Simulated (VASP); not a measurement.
Set up this calculation in VASP 6.6.1, as the native input.

```
Task                      : relaxation of the atoms
Functional                : PBE
Potentials or basis       : VASP PAW PBE potentials, release 64 (Pt, H)
Cutoff                    : 520 eV
k mesh                    : 12 × 12 × 1
Occupations               : gaussian, width 0.1 eV
Spin                      : no spin polarisation
Dipole correction         : yes
Atoms held fixed (from 0) : [0, 1, 3]
Further INCAR settings    : ALGO = Normal; EDIFF = 1e-06; IBRION = 2; EDIFFG = -0.025; NSW = 50
```

The structure of HPt3 lies in POSCAR:

```
HPt3
1.0
    2.8071640675      0.0000000000      0.0000000000
   -1.4035820338      2.4310753951      0.0000000000
    0.0000000000      0.0000000000     20.1192652917
Pt H
3 1
Selective dynamics
Direct
    0.6666666667      0.3333333333      0.1988144170  F F F
    0.3333333333      0.6666666667      0.3136149989  F F F
    0.0000000000      0.0000000000      0.4284085510  T T T
    0.0000000000      0.0000000000      0.5119106062  F F T
```

These files were run (other wordings do the same):

INCAR

```
SYSTEM = HPt3
  PREC = Accurate
  ENCUT = 520
  EDIFF = 1E-6
  ISMEAR = 0
  SIGMA = 0.1
  LREAL = .False.
  LASPH = .True.
  NELM = 80
  ALGO = Normal
  ISIF = 2
  LWAVE = .False.
  LCHARG = .False.
  LDIPOL = .True.
  IDIPOL = 3
  DIPOL = 0.5 0.5 0.363
  GGA = PE
  IBRION = 2
  NSW = 50
  EDIFFG = -0.025
```

KPOINTS

```
regular mesh
0
Gamma
  12 12 1
  0 0 0
```

Potentials or basis: VASP PAW PBE potentials, release 64 (Pt, H).

The run is started by

```bash
$ cat potpaw_PBE.64/Pt/POTCAR potpaw_PBE.64/H/POTCAR > POTCAR
$ mpirun -np 1 vasp_std > vasp.out
```

It gave:

* Energy gained by relaxing: 28.6 meV/atom
* Ionic steps: 10

It took 2.4 min on 1 thread of Intel(R) Xeon(R) 6975P-C (Granite Rapids), with other jobs on the host, peak memory 0.3 GiB.
